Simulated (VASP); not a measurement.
# LiMo3 (I4/mmm) in VASP: relaxation of cell and atoms with PBE

Aim: the relaxation of cell and atoms of LiMo3 with PBE.

Program: VASP 6.6.1. These are calculated values, not measurements. Logs are shortened: lines on timing, memory, paths and dates and some standing lists are left out, and cuts for length are marked.

**1. The cell of the first run**

The structure is tetragonal, space group I4/mmm (No. 139). The conventional cell has a = 3.760 Å, b = 3.760 Å, c = 8.471 Å, α = 90.00°, β = 90.00°, γ = 90.00°. Li (site symmetry 4/mmm) has 12 Mo at 2.66 to 2.83 Å within 3.5 Å. Mo (site symmetry 4/mmm) has 4 Li at 2.66 Å and 8 Mo at 2.83 Å within 3.5 Å. Mo (site symmetry -4m2) has 8 Mo at 2.66 to 2.83 Å and 4 Li at 2.83 Å within 3.5 Å.

**2. Relaxation of cell and atoms, PBE**

File INCAR:

```
SYSTEM = LiMo3
PREC     = Accurate       ! precision mode
ENCUT    = 750            ! plane-wave cutoff, eV
EDIFF    = 1E-7           ! SCF threshold, eV
ISMEAR   = 0              ! smearing method
SIGMA    = 0.1            ! smearing width, eV
LREAL    = .FALSE.        ! projectors in reciprocal space
LASPH    = .TRUE.         ! aspherical terms in the spheres
NELM     = 120            ! most SCF steps
ALGO     = Normal         ! electronic algorithm
ISIF     = 3              ! what is computed and relaxed
LWAVE    = .FALSE.        ! write WAVECAR
LCHARG   = .FALSE.        ! write CHGCAR
GGA      = PE             ! functional
IBRION   = 2              ! ionic algorithm
NSW      = 100            ! ionic steps
EDIFFG   = -0.01          ! ionic threshold
GGA_COMPAT= .FALSE.      
NELMIN   = 4            
KPAR     = 4
```

File KPOINTS:

```
regular mesh
0
G
  18 18 18
  0 0 0
```

File POSCAR:

```
LiMo3
1.0
   -1.8800135984      1.8800135984      4.2356948012
    1.8800135984     -1.8800135984      4.2356948012
    1.8800135984      1.8800135984     -4.2356948012
Li Mo
1 3
Direct
    0.0000000000      0.0000000000      0.0000000000
    0.5000000000      0.5000000000      0.0000000000
    0.2500000000      0.7500000000      0.5000000000
    0.7500000000      0.2500000000      0.5000000000
```

Potentials or basis: VASP PAW PBE potentials, release 64 (Li_sv, Mo_sv).

On the command line:

```console
cat potpaw_PBE.64/Li_sv/POTCAR potpaw_PBE.64/Mo_sv/POTCAR > POTCAR
mpirun -np 4 vasp_std > vasp.out
```

OUTCAR:

```text
SYSTEM = LiMo3
   PREC = Accurate
   ENCUT = 750
   EDIFF = 1E-7
   ISMEAR = 0
   LREAL = .FALSE.
   LASPH = .TRUE.
   NELM = 120
   ISIF = 3
   GGA = PE
   IBRION = 2
   NSW = 100
   EDIFFG = -0.01
   NELMIN = 4

 ion  position               nearest neighbor table
   1  0.000  0.000  0.000-   2 2.66   2 2.66   2 2.66   2 2.66   4 2.83   3 2.83   4 2.83   3 2.83
                             4 2.83   4 2.83   3 2.83   3 2.83
   2  0.500  0.500  0.000-   1 2.66   1 2.66   1 2.66   1 2.66   4 2.83   3 2.83   4 2.83   4 2.83
                             3 2.83   3 2.83   4 2.83   3 2.83
   3  0.250  0.750  0.500-   4 2.66   4 2.66   4 2.66   4 2.66   2 2.83   1 2.83   2 2.83   2 2.83
                             1 2.83   1 2.83   2 2.83   1 2.83
   4  0.750  0.250  0.500-   3 2.66   3 2.66   3 2.66   3 2.66   2 2.83   1 2.83   2 2.83   1 2.83
                             2 2.83   2 2.83   1 2.83   1 2.83

  LATTYP: Found a body centered tetragonal cell.
 ALAT       =     3.7600271968
 C/A-ratio  =     2.2530128531

  Lattice vectors:

 A1 = (  -1.8800135984,   1.8800135984,   4.2356948012)
 A2 = (   1.8800135984,  -1.8800135984,   4.2356948012)
 A3 = (   1.8800135984,   1.8800135984,  -4.2356948012)

Analysis of symmetry for initial positions (statically):
=====================================================================
 Subroutine PRICEL returns:
 Original cell was already a primitive cell.

 Routine SETGRP: Setting up the symmetry group for a
 body centered tetragonal supercell.

 Subroutine GETGRP returns: Found 16 space group operations
 (whereof 16 operations were pure point group operations)
 out of a pool of 16 trial point group operations.

The static configuration has the point symmetry D_4h.

Analysis of symmetry for dynamics (positions and initial velocities):
=====================================================================
 Subroutine PRICEL returns:
 Original cell was already a primitive cell.

 Routine SETGRP: Setting up the symmetry group for a
 body centered tetragonal supercell.

 Subroutine GETGRP returns: Found 16 space group operations
 (whereof 16 operations were pure point group operations)
 out of a pool of 16 trial point group operations.

The dynamic configuration has the point symmetry D_4h.

 Subroutine INISYM returns: Found 16 space group operations
 (whereof 16 operations are pure point group operations),
 and found     1 'primitive' translations

----------------------------------------------------------------------------------------

                                     Primitive cell

  volume of cell :      59.8834

  direct lattice vectors                    reciprocal lattice vectors
    -1.880013598  1.880013598  4.235694801     0.000000000  0.265955523  0.118044388
     1.880013598 -1.880013598  4.235694801     0.265955523  0.000000000  0.118044388
     1.880013598  1.880013598 -4.235694801     0.265955523  0.265955523  0.000000000

  length of vectors
     5.001001171  5.001001171  5.001001171     0.290975631  0.290975631  0.376117908

  position of ions in fractional coordinates (direct lattice)
     0.000000000  0.000000000  0.000000000
     0.500000000  0.500000000  0.000000000
     0.250000000  0.750000000  0.500000000
     0.750000000  0.250000000  0.500000000

  ion indices of the primitive-cell ions
   primitive index   ion index
                 1           1
                 2           2
                 3           3
                 4           4

----------------------------------------------------------------------------------------

 KPOINTS: regular mesh

Automatic generation of k-mesh.
 Grid dimensions read from file:
 generate k-points for:   18   18   18

 Generating k-lattice:

  Cartesian coordinates                     Fractional coordinates (reciprocal lattice)
     0.000000000  0.014775307  0.006558022     0.055555556 -0.000000000  0.000000000
     0.014775307  0.000000000  0.006558022    -0.000000000  0.055555556  0.000000000
     0.014775307  0.014775307  0.000000000     0.000000000  0.000000000  0.055555556

  Length of vectors
     0.016165313  0.016165313  0.020895439

  Shift w.r.t. Gamma in fractional coordinates (k-lattice)
     0.000000000  0.000000000  0.000000000

 Subroutine IBZKPT returns following result:
 ===========================================

 Found    480 irreducible k-points:

 Following reciprocal coordinates:
            Coordinates               Weight
  0.000000  0.000000  0.000000      1.000000
  0.055556 -0.000000  0.000000      8.000000
  0.111111 -0.000000  0.000000      8.000000
  0.166667 -0.000000  0.000000      8.000000
  0.222222 -0.000000  0.000000      8.000000
  0.277778 -0.000000  0.000000      8.000000
[... 16 lines left out ...]
 -0.277778  0.055556 -0.000000     16.000000
 -0.222222  0.055556 -0.000000     16.000000
 [... further k-points ...]
   k-points           NKPTS =    480   k-points in BZ     NKDIM =    480   number of bands    NBANDS=     27
   number of dos      NEDOS =    301   number of ions     NIONS =      4
   total plane-waves  NPLWV = 110592
   dimension x,y,z NGX =    48 NGY =   48 NGZ =   48
   dimension x,y,z NGXF=    96 NGYF=   96 NGZF=   96
   ions per type =               1   3
   NGX,Y,Z   is equivalent  to a cutoff of  15.96, 15.96, 15.96 a.u.
   NGXF,Y,Z  is equivalent  to a cutoff of  31.91, 31.91, 31.91 a.u.
 SYSTEM =  LiMo3
   PREC   = accura    normal or accurate (medium, high low for compatibility)
   ISTART =      0    job   : 0-new  1-cont  2-samecut
   ICHARG =      2    charge: 1-file 2-atom 10-const
   ISPIN  =      1    spin polarized calculation?
   LNONCOLLINEAR =      F non collinear calculations
   LSORBIT =      F    spin-orbit coupling
   LASPH  =      T    aspherical Exc in radial PAW
   ENCUT  =  750.0 eV  55.12 Ry    7.42 a.u.  11.17 11.17 11.17*2*pi/ulx,y,z
   NELM   =    120;   NELMIN=  4; NELMDL= -5     # of ELM steps
   EDIFF  = 0.1E-06   stopping-criterion for ELM
   LREAL  =      F    real-space projection
   EDIFFG = -.1E-01   stopping-criterion for IOM
   NSW    =    100    number of steps for IOM
   IBRION =      2    ionic relax: 0-MD 1-quasi-New 2-CG
   NFREE  =      1    steps in history (QN), initial steepest desc. (CG)
   ISIF   =      3    stress and relaxation
   ISYM   =      2    0-nonsym 1-usesym 2-fastsym
   POTIM  = 0.5000    time-step for ionic-motion
   TEBEG  =    0.0;   TEEND  =   0.0 temperature during run
   PSTRESS=    0.0 pullay stress
   NELECT =      45.0000    total number of electrons
   NUPDOWN=      -1.0000    fix difference up-down
   EMIN   =  10.00;   EMAX   =-10.00  energy-range for DOS
   EFERMI =   0.00;   METHOD = LEGACY
   ISMEAR =     0;   SIGMA  =   0.10  broadening in eV -4-tet -1-fermi 0-gaus
   EFERMI_NEDOS =   21; number of points for ismear=-14 and -15
   IALGO  =     38    algorithm
   IMIX   =      4    mixing-type and parameters
     AMIX     =   0.40;   BMIX     =  1.00
     AMIX_MAG =   1.60;   BMIX_MAG =  1.00
  volume/ion in A,a.u.               =      14.97       101.03
  Fermi-wavevector in a.u.,A,eV,Ry     =   1.488367  2.812606 30.140133  2.215237
  Thomas-Fermi vector in A             =   2.601411
   LORBIT       =      0    0 simple, 1 ext, 2 COOP (PROOUT), +10 PAW based schemes
   GGA     = PE    functional components
   LHFCALC =     F    Hartree Fock is set to
   AEXX    =    0.0000 exact exchange contribution
   IVDW    =     0    specifies the selected vdW correction
   LEPSILON=     F    determine dielectric tensor
   LRPA    =     F    only Hartree local field effects (RPA)
 conjugate gradient relaxation of ions
 non-spin polarized calculation
 Gauss-broadening in eV      SIGMA  =   0.10
  energy-cutoff  :      750.00
  volume of cell :       59.88
 maximum number of plane-waves:      2818
 NGX is ok and might be reduce to    48
   NGX = 23   NGY = 23   NGZ = 23

--------------------------------------- Ionic step        1  -------------------------------------------

 number of electron      45.0000001 magnetization

 Free energy of the ion-electron system (eV)
  ---------------------------------------------------
  ext. energy  EPLUGINS =         0.00000000
  ---------------------------------------------------
  free energy    TOTEN  =       -32.79543206 eV

  energy without entropy =      -32.78176850  energy(sigma->0) =      -32.78860028

------------------------ aborting loop because EDIFF is reached ----------------------------------------

  FORCE on cell =-STRESS in cart. coord.  units (eV):
  Direction    XX          YY          ZZ          XY          YZ          ZX
  --------------------------------------------------------------------------------------
  -------------------------------------------------------------------------------------
  Total        0.0229783      0.0229783      0.3088210      0.0000000     -0.0000000      0.0000000
  in kB        0.6147821      0.6147821      8.2624874      0.0000000     -0.0000000      0.0000000
  external PRESSURE =       3.1640172 kB  Pullay stress =       0.0000000 kB
[... 99 lines left out ...]
  energy  without entropy=      -32.7823225348  energy(sigma->0) =      -32.78909244

--------------------------------------- Ionic step        4  -------------------------------------------

 number of electron      45.0000001 magnetization

 Free energy of the ion-electron system (eV)
  ---------------------------------------------------
  ext. energy  EPLUGINS =         0.00000000
  ---------------------------------------------------
  free energy    TOTEN  =       -32.79625160 eV

  energy without entropy =      -32.78294105  energy(sigma->0) =      -32.78959633

 E-fermi :   9.7551     XC(G=0): -12.3348

 val. band max:        9.7544268901   @ k =  -0.1667  -0.3333   0.1111
 cond. band min:       9.7575334880   @ k =   0.3889   0.3333   0.0556
 fundamental gap:      0.0031065979
 Fermi energy:         9.7551060805

 k-point     1 :       0.0000    0.0000    0.0000
  band No.  band energies     occupation
      1     -51.0537      2.00000
      2     -50.8298      2.00000
      3     -50.6828      2.00000
      4     -34.5266      2.00000
      5     -25.5029      2.00000
      6     -25.5029      2.00000
[... 709 lines left out ...]
     26      11.5291      0.00000
     27      12.0573      0.00000

 [... further k-points ...]

------------------------ aborting loop because EDIFF is reached ----------------------------------------

  FORCE on cell =-STRESS in cart. coord.  units (eV):
  Direction    XX          YY          ZZ          XY          YZ          ZX
  --------------------------------------------------------------------------------------
  -------------------------------------------------------------------------------------
  Total       -0.0393469     -0.0393469     -0.0022771      0.0000000      0.0000000     -0.0000000
  in kB       -1.0506158     -1.0506158     -0.0608027      0.0000000      0.0000000     -0.0000000
  external PRESSURE =      -0.7206781 kB  Pullay stress =       0.0000000 kB
[... 19 lines left out ...]
  FREE ENERGIE OF THE ION-ELECTRON SYSTEM (eV)
  ---------------------------------------------------
  free  energy   TOTEN  =       -32.7962516041 eV

  energy  without entropy=      -32.7829410485  energy(sigma->0) =      -32.78959633

 reached required accuracy - stopping structural energy minimisation
```

Run time: 16 min. Hardware: 4 MPI ranks of Intel Xeon 6975P-C (Granite Rapids), shared host; peak memory 1.2 GiB.

Results:

| Quantity | Value |
| --- | --- |
| Free energy | -32.7963 eV |
| Relaxed volume | 15.00 Å³/atom |
| Relaxed cell | a = 5.017 Å, b = 5.017 Å, c = 5.017 Å, α = 136.06°, β = 136.06°, γ = 63.89° |
| Space group after relaxing (to 0.1 Å) | I4/mmm (No. 139) |
| Energy gained by relaxing | 0.2 meV/atom |
| Ionic steps | 4 |
| Pressure after relaxing | -0.1 GPa |
| Band gap on the k mesh | zero (an odd number of electrons rules out a gap without spin polarisation) |

The path:
```
step  energy change (eV)  largest force (eV/Å)  pressure (GPa)  volume (Å³)
   1              0.0000                0.0000            0.32        59.88
   2             -0.0004                0.0000           -0.47        60.14
   3             -0.0004                0.0000           -0.27        60.07
   4             -0.0008                0.0000           -0.07        60.00
```

Final structure:
```
Li Mo
1.0
    -1.87711    1.87711    4.25733
     1.87711   -1.87711    4.25733
     1.87711    1.87711   -4.25733
Li Mo
1 3
Direct
  0.00000 0.00000 0.00000
  0.50000 0.50000 0.00000
  0.25000 0.75000 0.50000
  0.75000 0.25000 0.50000
```

Levels at points of the mesh, in eV from the Fermi level:
| k point | band 19 | band 20 | band 21 | band 22 | band 23 | band 24 | band 25 | band 26 | band 27 |
| --- | --- | --- | --- | --- | --- | --- | --- | --- | --- |
| (0.00, 0.00, 0.00) | -1.99 | -1.45 | -0.84 | -0.84 | 0.85 | 0.96 | 1.55 | 2.12 | 2.78 |
| (0.50, 0.00, 0.00) | -1.63 | -1.61 | -0.50 | -0.47 | -0.38 | -0.09 | 0.98 | 1.07 | 1.19 |
| (0.50, 0.50, 0.00) | -1.70 | -1.35 | -1.10 | 0.44 | 0.80 | 1.09 | 1.13 | 1.45 | 1.57 |
| (0.50, 0.50, 0.50) | -3.14 | -2.89 | -0.80 | 0.34 | 1.25 | 1.87 | 1.87 | 3.26 | 3.26 |
